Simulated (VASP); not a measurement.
Write the native input for VASP 6.6.1 that does the following.

- Task: single point
- Functional: PBE-based global hybrid with 10 % exact exchange
- Potentials or basis: VASP PAW PBE potentials, release 64 (Mg, I)
- Cutoff: 520 eV
- k mesh: 6 × 6 × 2
- Occupations: gaussian, width 0.01 eV
- Spin: no spin polarisation
- Dipole correction: no
- Grid for exact exchange (PRECFOCK): Normal
- Share of exact exchange: 0.1
- Further INCAR settings: ALGO = Normal; EDIFF = 1e-06; NBANDS = 15

The system is MgI2.

```
Mg I
1.0
     4.15721    0.00000    0.00000
    -2.07861    3.60025    0.00000
     0.00000    0.00000    6.87333
Mg I
1 2
Direct
  0.00000 0.00000 0.00000
  0.33333 0.66667 0.24262
  0.66667 0.33333 0.75738
```

The input as run:

POSCAR

```
MgI2
1.0
    4.1572130612      0.0000000000      0.0000000000
   -2.0786065306      3.6002521199      0.0000000000
    0.0000000000      0.0000000000      6.8733253065
Mg I
1 2
Direct
    0.0000000000      0.0000000000      0.0000000000
    0.3333333333      0.6666666667      0.2426220900
    0.6666666667      0.3333333333      0.7573779100
```

INCAR.step1

```
SYSTEM = MgI2
PREC     = Accurate       ! precision mode
ENCUT    = 520            ! plane-wave cutoff, eV
EDIFF    = 1E-5           ! SCF threshold, eV
ISMEAR   = 0              ! smearing method
SIGMA    = 0.01           ! smearing width, eV
LREAL    = .FALSE.        ! projectors in reciprocal space
LASPH    = .TRUE.         ! aspherical terms in the spheres
NELM     = 80             ! most SCF steps
ALGO     = Normal         ! electronic algorithm
ISIF     = 2              ! what is computed and relaxed
LWAVE    = .TRUE.         ! write WAVECAR
LCHARG   = .FALSE.        ! write CHGCAR
NBANDS   = 15             ! bands
GGA      = PE             ! functional
```

INCAR.step2

```
SYSTEM = MgI2
PREC     = Accurate       ! precision mode
ENCUT    = 520            ! plane-wave cutoff, eV
EDIFF    = 1E-6           ! SCF threshold, eV
ISMEAR   = 0              ! smearing method
SIGMA    = 0.01           ! smearing width, eV
LREAL    = .FALSE.        ! projectors in reciprocal space
LASPH    = .TRUE.         ! aspherical terms in the spheres
NELM     = 80             ! most SCF steps
ALGO     = Normal         ! electronic algorithm
ISIF     = 2              ! what is computed and relaxed
LWAVE    = .FALSE.        ! write WAVECAR
LCHARG   = .FALSE.        ! write CHGCAR
GGA      = PE             ! functional
LHFCALC  = .TRUE.         ! exact exchange
AEXX     = 0.1            ! exact-exchange fraction
PRECFOCK = Normal       
NBANDS   = 15             ! bands
ISTART   = 1
```

KPOINTS

```
Automatic mesh
0
G
  6 6 2
  0 0 0
```

Potentials or basis: VASP PAW PBE potentials, release 64 (Mg, I).

Command:

```sh
$ cat potpaw_PBE.64/Mg/POTCAR potpaw_PBE.64/I/POTCAR > POTCAR
$ cp INCAR.step1 INCAR
$ mpirun -np 1 vasp_std > vasp.out
$ cp INCAR.step2 INCAR
$ mpirun -np 1 vasp_std > vasp.out
```

Results of the run:

| Item | Value |
| --- | --- |
| Pressure | 0.7 GPa |
| Largest force | 0.047 eV/Å |
| Band gap on the k mesh | 4.19 eV (least direct gap 4.34 eV) |

Caveat: the k points lie up to 0.46 Å⁻¹ apart; the PAW data sets were made with another functional, which shifts forces and pressure a little; spin-orbit coupling is left out, which moves the levels of the heavy elements.

Wall time 16 min on 1 thread of Intel(R) Xeon(R) Platinum 8375C CPU @ 2.90GHz (Ice Lake) (shared host), peak memory 0.26 GiB.
